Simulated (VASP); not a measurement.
Write the native input for VASP 6.6.1 that does the following.

- Task: relaxation of cell and atoms
- Functional: LDA
- Potentials or basis: VASP PAW LDA potentials, release 64 (Y_sv)
- Cutoff: 600 eV
- k mesh: 18 × 18 × 18
- Occupations: fermi-dirac, width 0.05 eV
- Spin: no spin polarisation
- Target pressure: 160 GPa
- Dipole correction: no
- Further INCAR settings: ALGO = Normal; EDIFF = 1e-06; IBRION = 2; EDIFFG = -0.005; NSW = 60; ISIF = 3

The structure of Y lies in POSCAR:

```
Y
1.0
   -1.4511105237      1.4511105237      1.4511105237
    1.4511105237     -1.4511105237      1.4511105237
    1.4511105237      1.4511105237     -1.4511105237
Y
1
Direct
    0.0000000000      0.0000000000      0.0000000000
```

These files were run (other wordings do the same):

INCAR

```
SYSTEM = Y
  ALGO = Normal
  EDIFF = 1E-6
  EDIFFG = -0.005
  ENCUT = 600
  GGA = CA
  IBRION = 2
  ISIF = 3
  ISMEAR = -1
  LASPH = .TRUE.
  LCHARG = .FALSE.
  LREAL = .FALSE.
  LWAVE = .FALSE.
  NELM = 100
  NSW = 60
  PREC = Accurate
  PSTRESS = 1600.0
  SIGMA = 0.05
```

KPOINTS

```
k-points
0
G
  18 18 18
  0 0 0
```

Potentials or basis: VASP PAW LDA potentials, release 64 (Y_sv).

Run with:

```bash
$ cat potpaw_LDA.64/Y_sv/POTCAR > POTCAR
$ mpirun -np 1 vasp_std > vasp.out
```

It gave:

```
Relaxed volume                                         : 12.13 Å³/atom
Relaxed cell                                           : a = 2.507 Å, b = 2.507 Å, c = 2.507 Å, α = 109.47°, β = 109.47°, γ = 109.47°
Space group after relaxing (to 0.05 Å)                 : Im-3m (No. 229)
Energy change on relaxing (the enthalpy is what falls) : +94.7 meV/atom
Ionic steps                                            : 4
Pressure after relaxing                                : 160.0 GPa
```

Caveat: the cell is relaxed towards a set pressure, so the enthalpy falls and the energy may rise.

It took 27 s on 1 thread of Intel(R) Xeon(R) 6975P-C (Granite Rapids), with other jobs on the host, peak memory 0.18 GiB.
